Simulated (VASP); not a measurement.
# CuO (C2/c) in VASP: single point with LDA+U

Aim: the single point of CuO with LDA+U.

All numbers are computed with VASP 6.6.1; they aren't measurements. Logs are shortened: lines on timing, memory, paths and dates and some standing lists are left out, and cuts for length are marked.

## (1) The cell of the first run

It takes space group C2/c (No. 15, monoclinic). Conventional cell: a = 4.684 Å, b = 3.423 Å, c = 5.129 Å, α = 90.00°, β = 99.54°, γ = 90.00°. Within 2.6 Å of Cu (site symmetry -1) lie 4 O at 1.95 to 1.96 Å. O (site symmetry 2) has 6 Cu at 1.95 to 2.78 Å and 6 O at 2.62 to 2.90 Å within 3.0 Å.

## (2) Single point, LDA+U, collinear spin

Contents of INCAR:

```
SYSTEM = CuO
PREC = Accurate
ENCUT = 520
EDIFF = 1E-7
ISMEAR = 0
SIGMA = 0.05
LREAL = .FALSE.
LASPH = .TRUE.
NELM = 150
ALGO = Normal
ISIF = 2
LWAVE = .FALSE.
LCHARG = .FALSE.
ISPIN = 2
MAGMOM = 1 1 0 0
LORBIT = 11
LMAXMIX = 4
LDAU = .TRUE.
LDAUTYPE = 2
LDAUL = 2 -1
LDAUU = 4 0
LDAUJ = 0 0
LDAUPRINT = 1
GGA = CA
NBANDS = 29
```

Contents of KPOINTS:

```
Automatic mesh
0
G
  7 7 4
  0 0 0
```

Contents of POSCAR:

```
CuO
1.0
    2.3418496200     -1.7112997200      0.0000000000
    2.3418496200      1.7112997200      0.0000000000
   -0.8500298600      0.0000000000      5.0578691900
Cu O
2 2
Direct
    0.0000000000      0.5000000000      0.0000000000
    0.5000000000      0.0000000000      0.5000000000
    0.5816000000      0.4184000000      0.2500000000
    0.4184000000      0.5816000000      0.7500000000
```

Potentials or basis: VASP PAW LDA potentials, release 64 (Cu, O).

Command:

```bash
$ cat potpaw_LDA.64/Cu/POTCAR potpaw_LDA.64/O/POTCAR > POTCAR
$ mpirun -np 1 vasp_std > vasp.out
```

OUTCAR:

```text
SYSTEM = CuO
   PREC = Accurate
   ENCUT = 520
   EDIFF = 1E-7
   ISMEAR = 0
   LREAL = .FALSE.
   LASPH = .TRUE.
   NELM = 150
   ISIF = 2
   ISPIN = 2
   LORBIT = 11
   GGA = CA

 ion  position               nearest neighbor table
   1  0.000  0.500  0.000-   3 1.95   4 1.95   4 1.96   3 1.96
   2  0.500  0.000  0.500-   4 1.95   3 1.95   4 1.96   3 1.96
   3  0.582  0.418  0.250-   2 1.95   1 1.95   2 1.96   1 1.96
   4  0.418  0.582  0.750-   1 1.95   2 1.95   2 1.96   1 1.96

  LATTYP: Found a base centered monoclinic cell.
 ALAT       =     4.6836992400
 B/A-ratio  =     0.7307470580
 C/A-ratio  =     1.0950319264
 COS(beta)  =    -0.1657365907

  Lattice vectors:

 A1 = (   2.3418496200,  -1.7112997200,   0.0000000000)
 A2 = (   2.3418496200,   1.7112997200,   0.0000000000)
 A3 = (  -0.8500298600,   0.0000000000,   5.0578691900)

Analysis of symmetry for initial positions (statically):
=====================================================================
 Subroutine PRICEL returns:
 Original cell was already a primitive cell.

 Routine SETGRP: Setting up the symmetry group for a
 base centered monoclinic supercell.

 Subroutine GETGRP returns: Found  4 space group operations
 (whereof  2 operations were pure point group operations)
 out of a pool of  4 trial point group operations.

The static configuration has the point symmetry S_2 .
 The point group associated with its full space group is C_2h.

Analysis of symmetry for dynamics (positions and initial velocities):
=====================================================================
 Subroutine PRICEL returns:
 Original cell was already a primitive cell.

 Routine SETGRP: Setting up the symmetry group for a
 base centered monoclinic supercell.

 Subroutine GETGRP returns: Found  4 space group operations
 (whereof  2 operations were pure point group operations)
 out of a pool of  4 trial point group operations.

The dynamic configuration has the point symmetry S_2 .
 The point group associated with its full space group is C_2h.

Analysis of structural, dynamic, and magnetic symmetry:
=====================================================================
 Subroutine PRICEL returns:
 Original cell was already a primitive cell.

 Routine SETGRP: Setting up the symmetry group for a
 base centered monoclinic supercell.

 Subroutine GETGRP returns: Found  4 space group operations
 (whereof  2 operations were pure point group operations)
 out of a pool of  4 trial point group operations.

The overall configuration has the point symmetry S_2 .
 The point group associated with its full space group is C_2h.

 Subroutine INISYM returns: Found  4 space group operations
 (whereof  2 operations are pure point group operations),
 and found     1 'primitive' translations

----------------------------------------------------------------------------------------

                                     Primitive cell

  volume of cell :      40.5399

  direct lattice vectors                    reciprocal lattice vectors
     2.341849620 -1.711299720  0.000000000     0.213506451 -0.292175587  0.035882078
     2.341849620  1.711299720  0.000000000     0.213506451  0.292175587  0.035882078
[... 150 lines left out ...]
 -0.0141 -0.0690  0.0002  0.0985  0.9298

 occupancies and eigenvectors

  o =  0.4766  v =  0.0000  0.0000  0.0000  0.0000  0.0000 -0.1200 -0.5515  0.0147  0.7840 -0.2581      0.0000  0.0000  0.0000  0.0000  0.0000  0.0000  0.0000  0.0000  0.0000  0.0000
  o =  0.9469  v =  0.0000  0.0000  0.0000  0.0000  0.0000  0.8547  0.1728 -0.4216  0.2268 -0.1019      0.0000  0.0000  0.0000  0.0000  0.0000  0.0000  0.0000  0.0000  0.0000  0.0000
  o =  0.9558  v =  0.8601  0.1310 -0.4392  0.2069 -0.0858  0.0000  0.0000  0.0000  0.0000  0.0000      0.0000  0.0000  0.0000  0.0000  0.0000  0.0000  0.0000  0.0000  0.0000  0.0000
  o =  0.9621  v =  0.0000  0.0000  0.0000  0.0000  0.0000  0.0765  0.0416  0.1331  0.3432  0.9257      0.0000  0.0000  0.0000  0.0000  0.0000  0.0000  0.0000  0.0000  0.0000  0.0000
  o =  0.9640  v =  0.0000  0.0000  0.0000  0.0000  0.0000 -0.1460  0.7863  0.3239  0.4472 -0.2356      0.0000  0.0000  0.0000  0.0000  0.0000  0.0000  0.0000  0.0000  0.0000  0.0000
  o =  0.9701  v = -0.0181  0.6497  0.3278  0.5366  0.4267  0.0000  0.0000  0.0000  0.0000  0.0000      0.0000  0.0000  0.0000  0.0000  0.0000  0.0000  0.0000  0.0000  0.0000  0.0000
  o =  0.9714  v = -0.1492  0.4812  0.0501  0.0656 -0.8599  0.0000  0.0000  0.0000  0.0000  0.0000      0.0000  0.0000  0.0000  0.0000  0.0000  0.0000  0.0000  0.0000  0.0000  0.0000
  o =  0.9722  v =  0.0000  0.0000  0.0000  0.0000  0.0000  0.4774 -0.2143  0.8363 -0.1273 -0.1029      0.0000  0.0000  0.0000  0.0000  0.0000  0.0000  0.0000  0.0000  0.0000  0.0000
  o =  0.9776  v =  0.4749 -0.1869  0.8338 -0.1479 -0.1497  0.0000  0.0000  0.0000  0.0000  0.0000      0.0000  0.0000  0.0000  0.0000  0.0000  0.0000  0.0000  0.0000  0.0000  0.0000
  o =  1.0094  v = -0.1100 -0.5425  0.0437  0.8019 -0.2207  0.0000  0.0000  0.0000  0.0000  0.0000      0.0000  0.0000  0.0000  0.0000  0.0000  0.0000  0.0000  0.0000  0.0000  0.0000

atom =   2  type =  1  l = 2

 onsite density matrix

spin component  1

  0.9617 -0.0000 -0.0082  0.0066 -0.0016
 -0.0000  0.9820  0.0012  0.0173 -0.0045
 -0.0082  0.0012  0.9726  0.0018 -0.0019
  0.0066  0.0173  0.0018  0.9950 -0.0066
 -0.0016 -0.0045 -0.0019 -0.0066  0.9731

spin component  2

  0.9463 -0.0356 -0.0103 -0.0420  0.0141
 -0.0356  0.8156 -0.0037 -0.2103  0.0690
 -0.0103 -0.0037  0.9666 -0.0050  0.0002
 -0.0420 -0.2103 -0.0050  0.6635  0.0985
  0.0141  0.0690  0.0002  0.0985  0.9298

 occupancies and eigenvectors

  o =  0.4766  v =  0.0000  0.0000  0.0000  0.0000  0.0000  0.1200  0.5515  0.0147  0.7840 -0.2581      0.0000  0.0000  0.0000  0.0000  0.0000  0.0000  0.0000  0.0000  0.0000  0.0000
  o =  0.9469  v =  0.0000  0.0000  0.0000  0.0000  0.0000  0.8547  0.1728  0.4216 -0.2268  0.1019      0.0000  0.0000  0.0000  0.0000  0.0000  0.0000  0.0000  0.0000  0.0000  0.0000
  o =  0.9558  v =  0.8601  0.1310  0.4392 -0.2069  0.0858  0.0000  0.0000  0.0000  0.0000  0.0000      0.0000  0.0000  0.0000  0.0000  0.0000  0.0000  0.0000  0.0000  0.0000  0.0000
  o =  0.9621  v =  0.0000  0.0000  0.0000  0.0000  0.0000  0.0765  0.0416 -0.1331 -0.3432 -0.9257      0.0000  0.0000  0.0000  0.0000  0.0000  0.0000  0.0000  0.0000  0.0000  0.0000
  o =  0.9640  v =  0.0000  0.0000  0.0000  0.0000  0.0000  0.1460 -0.7863  0.3239  0.4472 -0.2356      0.0000  0.0000  0.0000  0.0000  0.0000  0.0000  0.0000  0.0000  0.0000  0.0000
  o =  0.9701  v =  0.0181 -0.6497  0.3278  0.5366  0.4267  0.0000  0.0000  0.0000  0.0000  0.0000      0.0000  0.0000  0.0000  0.0000  0.0000  0.0000  0.0000  0.0000  0.0000  0.0000
  o =  0.9714  v = -0.1492  0.4812 -0.0501 -0.0656  0.8599  0.0000  0.0000  0.0000  0.0000  0.0000      0.0000  0.0000  0.0000  0.0000  0.0000  0.0000  0.0000  0.0000  0.0000  0.0000
  o =  0.9722  v =  0.0000  0.0000  0.0000  0.0000  0.0000 -0.4774  0.2143  0.8363 -0.1273 -0.1029      0.0000  0.0000  0.0000  0.0000  0.0000  0.0000  0.0000  0.0000  0.0000  0.0000
  o =  0.9776  v = -0.4749  0.1869  0.8338 -0.1479 -0.1497  0.0000  0.0000  0.0000  0.0000  0.0000      0.0000  0.0000  0.0000  0.0000  0.0000  0.0000  0.0000  0.0000  0.0000  0.0000
  o =  1.0094  v =  0.1100  0.5425  0.0437  0.8019 -0.2207  0.0000  0.0000  0.0000  0.0000  0.0000      0.0000  0.0000  0.0000  0.0000  0.0000  0.0000  0.0000  0.0000  0.0000  0.0000

 number of electron      34.0000001 magnetization       1.7781041

 Free energy of the ion-electron system (eV)
  ---------------------------------------------------
  ext. energy  EPLUGINS =         0.00000000
  ---------------------------------------------------
  free energy    TOTEN  =       -20.52774201 eV

  energy without entropy =      -20.52489347  energy(sigma->0) =      -20.52631774

 E-fermi :   4.9358     XC(G=0): -12.4000

 val. band max:        4.9263310499   @ k =  -0.2857  -0.4286   0.2500
 cond. band min:       4.9439139123   @ k =  -0.4286   0.4286   0.2500
 fundamental gap:      0.0175828624
 Fermi energy:         4.9358058724

 spin component 1

 k-point     1 :       0.0000    0.0000    0.0000
  band No.  band energies     occupation
      1     -14.3266      1.00000
      2     -12.9133      1.00000
      3      -3.2343      1.00000
      4      -1.7284      1.00000
      5      -1.3225      1.00000
      6       0.2623      1.00000
[... 1529 lines left out ...]
     28      23.3991      0.00000
     29      25.2130      0.00000

 [... further k-points ...]

------------------------ aborting loop because EDIFF is reached ----------------------------------------

  FORCE on cell =-STRESS in cart. coord.  units (eV):
  Direction    XX          YY          ZZ          XY          YZ          ZX
  --------------------------------------------------------------------------------------
  -------------------------------------------------------------------------------------
  Total       -3.0936874     -1.8348193     -3.2230916      0.0000000      0.0000000      0.5095497
  in kB     -122.2656160    -72.5138918   -127.3797996      0.0000000      0.0000000     20.1379123
  external PRESSURE =    -107.3864358 kB  Pullay stress =       0.0000000 kB

 VOLUME and BASIS-vectors are now :
 -----------------------------------------------------------------------------
  energy-cutoff  :      520.00
  volume of cell :       40.54
      direct lattice vectors                 reciprocal lattice vectors
     2.341849620 -1.711299720  0.000000000     0.213506451 -0.292175587  0.035882078
     2.341849620  1.711299720  0.000000000     0.213506451  0.292175587  0.035882078
    -0.850029860  0.000000000  5.057869190     0.000000000  0.000000000  0.197711717

 POSITION                                       TOTAL-FORCE (eV/Angst)
 -----------------------------------------------------------------------------------
      1.17092      0.85565      0.00000        -0.000000      0.000000     -0.000000
      0.74591     -0.85565      2.52893        -0.000000     -0.000000     -0.000000
      2.12934     -0.27928      1.26447         0.000000      0.313588      0.000000
      1.70433      0.27928      3.79340         0.000000     -0.313588     -0.000000
 -----------------------------------------------------------------------------------
    total drift:                                0.000000     -0.000000     -0.000000

  FREE ENERGIE OF THE ION-ELECTRON SYSTEM (eV)
  ---------------------------------------------------
  free  energy   TOTEN  =       -20.5277420138 eV

  energy  without entropy=      -20.5248934657  energy(sigma->0) =      -20.52631774

 total charge

# of ion       s       p       d       tot
------------------------------------------
    1        0.379   0.392   9.185   9.956
    2        0.379   0.392   9.185   9.956
    3        1.549   3.393   0.000   4.942
    4        1.549   3.393   0.000   4.942
--------------------------------------------------
tot          3.856   7.571  18.369  29.796

 magnetization (x)

# of ion       s       p       d       tot
------------------------------------------
    1       -0.002   0.005   0.563   0.565
    2       -0.002   0.005   0.563   0.565
    3        0.018   0.265   0.000   0.283
    4        0.018   0.265   0.000   0.283
--------------------------------------------------
tot          0.031   0.539   1.126   1.696
```

It took 1.7 min on 1 thread of Intel Xeon Platinum 8375C at 2.90GHz (Ice Lake), shared host; peak memory 0.22 GiB.

Results:

```yaml
Free_energy: -20.5277 eV
Pressure: -10.7 GPa
Largest_force: 0.314 eV/Å
Net_moment: 1.78 μB per cell
Site_moments: Cu +0.56; O +0.28 μB
Valence_electrons_inside_the_program's_atomic_spheres: Cu 9.96; O 4.94
```

Forces in eV/Å, atoms in the order of the input:
```
Cu   0.000  0.000  0.000
Cu   0.000  0.000  0.000
O    0.000  0.314  0.000
O    0.000 -0.314  0.000
```

Levels at points of the mesh, in eV from the Fermi level:
Spin up:
```csv
k point,band 16,band 17,band 18,band 19,band 20,band 21
"(0.00, 0.00, 0.00)",-2.28,-0.36,0.25,1.84,6.40,8.27
"(0.00, 0.00, 0.50)",-1.88,-0.44,-0.44,4.11,4.11,11.84
```
Spin down:
```csv
k point,band 13,band 14,band 15,band 16,band 17,band 18,band 19,band 20
"(0.00, 0.00, 0.00)",-2.38,-2.23,-2.19,-1.76,1.14,1.96,2.11,6.52
"(0.00, 0.00, 0.50)",-2.74,-2.74,-1.38,-1.38,1.32,1.32,4.40,4.40
```

Eigenvalues of the final occupation matrices:
```tsv
site	spin	trace	eigenvalues
site 1 d	1	4.88	0.96 0.97 0.97 0.98 1.01
site 1 d	2	4.32	0.48 0.95 0.96 0.96 0.97
site 2 d	1	4.88	0.96 0.97 0.97 0.98 1.01
site 2 d	2	4.32	0.48 0.95 0.96 0.96 0.97
```

Caveat: the cell stands under tension.
